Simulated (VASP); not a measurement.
Wanted: the native input for a VASP 6.6.1 run.

| Item | Value |
| --- | --- |
| Task | single point |
| Functional | PBE |
| Dispersion | D3(BJ) |
| Potentials or basis | VASP PAW PBE potentials, release 64 (Ge_d) |
| Cutoff | 520 eV |
| k mesh | 6 × 6 × 6 |
| Occupations | fermi-dirac, width 0.05 eV |
| Spin | no spin polarisation |
| Dipole correction | no |
| Further INCAR settings | ALGO = Normal; EDIFF = 1e-06; NBANDS = 21 |

The structure of Ge lies in POSCAR:

```
Ge
1.0
    0.0000000000      2.8035372431      2.8035372431
    2.8035372431      0.0000000000      2.8035372431
    2.8035372431      2.8035372431      0.0000000000
Ge
2
Direct
    0.0000000000      0.0000000000      0.0000000000
    0.2500000000      0.2500000000      0.2500000000
```

The input as run:

INCAR

```
SYSTEM = Ge
  PREC = Accurate
  ENCUT = 520
  EDIFF = 1E-6
  ISMEAR = -1
  SIGMA = 0.05
  LREAL = .False.
  LASPH = .True.
  NELM = 80
  ALGO = Normal
  ISIF = 2
  LWAVE = .False.
  LCHARG = .False.
  GGA = PE
  IVDW = 12
  NBANDS = 21
```

KPOINTS

```
regular mesh
0
Gamma
  6 6 6
  0 0 0
```

Potentials or basis: VASP PAW PBE potentials, release 64 (Ge_d).

Command:

```sh
$ cat potpaw_PBE.64/Ge_d/POTCAR > POTCAR
$ mpirun -np 1 vasp_std > vasp.out
```

Results of the run:

| Property | Result |
| --- | --- |
| Pressure | 3.3 GPa |
| Band gap on the k mesh | 0.27 eV, indirect (least direct gap 0.29 eV) |
| Dispersion energy per atom | -0.306 eV |

It took 9.4 s on 1 thread of Intel(R) Xeon(R) 6975P-C (Granite Rapids), with other jobs on the host, peak memory 0.16 GiB.
